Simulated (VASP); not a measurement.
# BCl3 in VASP: single point with PBE+D3(BJ)

Aim: the single point of BCl3 with PBE+D3(BJ).

Everything below comes from runs of VASP 6.6.1. Logs are shortened: lines on timing, memory, paths and dates and some standing lists are left out, and cuts for length are marked.

## 1. The cell of the first run

The cell holds a molecule in a box, 4 atoms: a = 14.000 Å, b = 14.500 Å, c = 15.000 Å, α = 90.00°, β = 90.00°, γ = 90.00°.

## 2. Single point, PBE+D3(BJ)

File INCAR:

```
PREC = Accurate
ENCUT = 1000
EDIFF = 1E-6
ISMEAR = 0
SIGMA = 0.005
LREAL = False
LASPH = True
NELM = 120
ALGO = Normal
ISIF = 2
LWAVE = False
LCHARG = True
GGA = PE
IVDW = 12
LELF = True
LVHAR = True
NBANDS = 20
ISYM = 0
GGA_COMPAT = False
NELMDL = -8
```

File KPOINTS:

```
regular mesh
0
Gamma
  1 1 1
```

File POSCAR:

```
BCl3
1.0
   14.0000000000      0.0000000000      0.0000000000
    0.0000000000     14.5000000000      0.0000000000
    0.0000000000      0.0000000000     15.0000000000
B Cl
1 3
Direct
    0.4695890223      0.4999162871      0.4999022413
    0.5943288926      0.4996555840      0.4992553778
    0.4074778491      0.6043658521      0.5010188981
    0.4069553045      0.3957538287      0.4994196076
```

Potentials or basis: VASP PAW PBE potentials, release 64 (B_h, Cl).

Started as:

```console
> cat potpaw_PBE.64/B_h/POTCAR potpaw_PBE.64/Cl/POTCAR > POTCAR
> mpirun -np 1 vasp_gam > vasp.out
```

OUTCAR:

```text
PREC = Accurate
   ENCUT = 1000
   EDIFF = 1E-6
   ISMEAR = 0
   LREAL = False
   LASPH = True
   NELM = 120
   ISIF = 2
   GGA = PE
   IVDW = 12
   ISYM = 0
   NELMDL = -8
 IVDW          = 12

 ion  position               nearest neighbor table
   1  0.470  0.500  0.500-   2 1.75   4 1.75   3 1.75
   2  0.594  0.500  0.499-   1 1.75
   3  0.407  0.604  0.501-   1 1.75
   4  0.407  0.396  0.499-   1 1.75

IMPORTANT INFORMATION: All symmetrisations will be switched off!
NOSYMM: (Re-)initialisation of all symmetry stuff for point group C_1.

----------------------------------------------------------------------------------------

                                     Primitive cell

  volume of cell :    3045.0000

  direct lattice vectors                    reciprocal lattice vectors
    14.000000000  0.000000000  0.000000000     0.071428571  0.000000000  0.000000000
     0.000000000 14.500000000  0.000000000     0.000000000  0.068965517  0.000000000
     0.000000000  0.000000000 15.000000000     0.000000000  0.000000000  0.066666667

  length of vectors
    14.000000000 14.500000000 15.000000000     0.071428571  0.068965517  0.066666667

  position of ions in fractional coordinates (direct lattice)
     0.469589022  0.499916287  0.499902241
     0.594328893  0.499655584  0.499255378
     0.407477849  0.604365852  0.501018898
     0.406955305  0.395753829  0.499419608

  ion indices of the primitive-cell ions
   primitive index   ion index
                 1           1
                 2           2
                 3           3
                 4           4

----------------------------------------------------------------------------------------

 KPOINTS: regular mesh

Automatic generation of k-mesh.
 Grid dimensions read from file:
 generate k-points for:    1    1    1

 Generating k-lattice:

  Cartesian coordinates                     Fractional coordinates (reciprocal lattice)
     0.071428571  0.000000000  0.000000000     1.000000000  0.000000000  0.000000000
     0.000000000  0.068965517  0.000000000     0.000000000  1.000000000  0.000000000
     0.000000000  0.000000000  0.066666667     0.000000000  0.000000000  1.000000000

  Length of vectors
     0.071428571  0.068965517  0.066666667

  Shift w.r.t. Gamma in fractional coordinates (k-lattice)
     0.000000000  0.000000000  0.000000000

 Subroutine IBZKPT returns following result:
 ===========================================

 Found      1 irreducible k-points:

 Following reciprocal coordinates:
            Coordinates               Weight
  0.000000  0.000000  0.000000      1.000000
   k-points           NKPTS =      1   k-points in BZ     NKDIM =      1   number of bands    NBANDS=     20
   number of dos      NEDOS =    301   number of ions     NIONS =      4
   total plane-waves  NPLWV = ******
   dimension x,y,z NGX =   144 NGY =  150 NGZ =  160
   dimension x,y,z NGXF=   288 NGYF=  300 NGZF=  320
   ions per type =               1   3
   NGX,Y,Z   is equivalent  to a cutoff of  17.10, 17.20, 17.73 a.u.
   NGXF,Y,Z  is equivalent  to a cutoff of  34.20, 34.40, 35.47 a.u.
 SYSTEM =  unknown system
   PREC   = accura    normal or accurate (medium, high low for compatibility)
   ISTART =      0    job   : 0-new  1-cont  2-samecut
   ICHARG =      2    charge: 1-file 2-atom 10-const
   ISPIN  =      1    spin polarized calculation?
   LNONCOLLINEAR =      F non collinear calculations
   LSORBIT =      F    spin-orbit coupling
   LASPH  =      T    aspherical Exc in radial PAW
   ENCUT  = 1000.0 eV  73.50 Ry    8.57 a.u.  36.10 37.39 38.68*2*pi/ulx,y,z
   NELM   =    120;   NELMIN=  2; NELMDL= -8     # of ELM steps
   EDIFF  = 0.1E-05   stopping-criterion for ELM
   LREAL  =      F    real-space projection
   EDIFFG = 0.1E-04   stopping-criterion for IOM
   NSW    =      0    number of steps for IOM
   IBRION =     -1    ionic relax: 0-MD 1-quasi-New 2-CG
   NFREE  =      0    steps in history (QN), initial steepest desc. (CG)
   ISIF   =      2    stress and relaxation
   ISYM   =      0    0-nonsym 1-usesym 2-fastsym
   POTIM  = 0.5000    time-step for ionic-motion
   TEBEG  =    0.0;   TEEND  =   0.0 temperature during run
   PSTRESS=    0.0 pullay stress
   NELECT =      24.0000    total number of electrons
   NUPDOWN=      -1.0000    fix difference up-down
   EMIN   =  10.00;   EMAX   =-10.00  energy-range for DOS
   EFERMI =   0.00;   METHOD = LEGACY
   ISMEAR =     0;   SIGMA  =   0.01  broadening in eV -4-tet -1-fermi 0-gaus
   EFERMI_NEDOS =   21; number of points for ismear=-14 and -15
   IALGO  =     38    algorithm
   IMIX   =      4    mixing-type and parameters
     AMIX     =   0.40;   BMIX     =  1.00
     AMIX_MAG =   1.60;   BMIX_MAG =  1.00
  volume/ion in A,a.u.               =     761.25      5137.17
  Fermi-wavevector in a.u.,A,eV,Ry     =   0.325799  0.615670  1.444188  0.106145
  Thomas-Fermi vector in A             =   1.217107
   LORBIT       =      0    0 simple, 1 ext, 2 COOP (PROOUT), +10 PAW based schemes
   GGA     = PE    functional components
   LHFCALC =     F    Hartree Fock is set to
   AEXX    =    0.0000 exact exchange contribution
   IVDW    =    12    specifies the selected vdW correction
   LEPSILON=     F    determine dielectric tensor
   LRPA    =     F    only Hartree local field effects (RPA)
 non-spin polarized calculation
 Gauss-broadening in eV      SIGMA  =   0.01
  energy-cutoff  :     1000.00
  volume of cell :     3045.00
 maximum number of plane-waves:    109278
   NGX = 73   NGY = 75   NGZ = 77

 number of electron      24.0000000 magnetization

 Free energy of the ion-electron system (eV)
  ---------------------------------------------------
  ext. energy  EPLUGINS =         0.00000000
  ---------------------------------------------------
  free energy    TOTEN  =       -16.09072122 eV

  energy without entropy =      -16.09072122  energy(sigma->0) =      -16.09072122

 E-fermi :  -7.4635     XC(G=0):  -0.4959

 val. band max:       -7.4887029488   @ k =   0.0000   0.0000   0.0000
 cond. band min:      -2.5099210427   @ k =   0.0000   0.0000   0.0000
 fundamental gap:      4.9787819061
 Fermi energy:        -7.4635234047

 k-point     1 :       0.0000    0.0000    0.0000
  band No.  band energies     occupation
      1     -22.2157      2.00000
      2     -21.0224      2.00000
      3     -21.0218      2.00000
      4     -12.9891      2.00000
      5     -11.1019      2.00000
      6     -11.1014      2.00000
[... 12 lines left out ...]
     19       0.5385      0.00000
     20       0.6618      0.00000

------------------------ aborting loop because EDIFF is reached ----------------------------------------

 Edisp (eV)   -0.12240

 E8    (eV) :    -0.0485

  FORCE on cell =-STRESS in cart. coord.  units (eV):
  Direction    XX          YY          ZZ          XY          YZ          ZX
  --------------------------------------------------------------------------------------
  -------------------------------------------------------------------------------------
  Total      -0.21678    -0.21782    -0.00250    -0.00198    -0.00174     0.00118
  in kB      -0.11406    -0.11461    -0.00132    -0.00104    -0.00091     0.00062
  external pressure =       -0.08 kB  Pullay stress =        0.00 kB

 VOLUME and BASIS-vectors are now :
 -----------------------------------------------------------------------------
  energy-cutoff  :     1000.00
  volume of cell :     3045.00
      direct lattice vectors                 reciprocal lattice vectors
    14.000000000  0.000000000  0.000000000     0.071428571  0.000000000  0.000000000
     0.000000000 14.500000000  0.000000000     0.000000000  0.068965517  0.000000000
     0.000000000  0.000000000 15.000000000     0.000000000  0.000000000  0.066666667

 POSITION                                       TOTAL-FORCE (eV/Angst)
 -----------------------------------------------------------------------------------
      6.57425      7.24879      7.49853        -0.000296      0.001019     -0.000460
      8.32060      7.24501      7.48883        -0.081289     -0.000899      0.000593
      5.70469      8.76330      7.51528         0.039993     -0.071119     -0.000601
      5.69737      5.73843      7.49129         0.041593      0.070998      0.000468
 -----------------------------------------------------------------------------------
    total drift:                                0.000183     -0.000019      0.000001

  FREE ENERGIE OF THE ION-ELECTRON SYSTEM (eV)
  ---------------------------------------------------
  free  energy   TOTEN  =       -16.2131249898 eV

  energy  without entropy=      -16.2131249898  energy(sigma->0) =      -16.21312499
```

Run time: 7.3 min. Hardware: 1 thread of AMD EPYC 9R45 (Zen 5), shared host; peak memory 4.4 GiB.

What came out:

| Item | Value |
| --- | --- |
| Free energy | -16.2131 eV |
| Largest force | 0.082 eV/Å |
| Gap between the frontier levels | 4.98 eV |
| Dispersion energy per atom | -0.031 eV |

Forces on the atoms (eV/Å):
```
B    0.000  0.001  0.000
Cl  -0.081 -0.001  0.001
Cl   0.040 -0.071 -0.001
Cl   0.042  0.071  0.000
```

Levels at points of the mesh, in eV from the valence-band top:
| k point | band 9 | band 10 | band 11 | band 12 | band 13 | band 14 | band 15 | band 16 |
| --- | --- | --- | --- | --- | --- | --- | --- | --- |
| (0.00, 0.00, 0.00) | -0.87 | -0.79 | -0.79 | 0.00 | 4.98 | 6.90 | 7.73 | 7.93 |
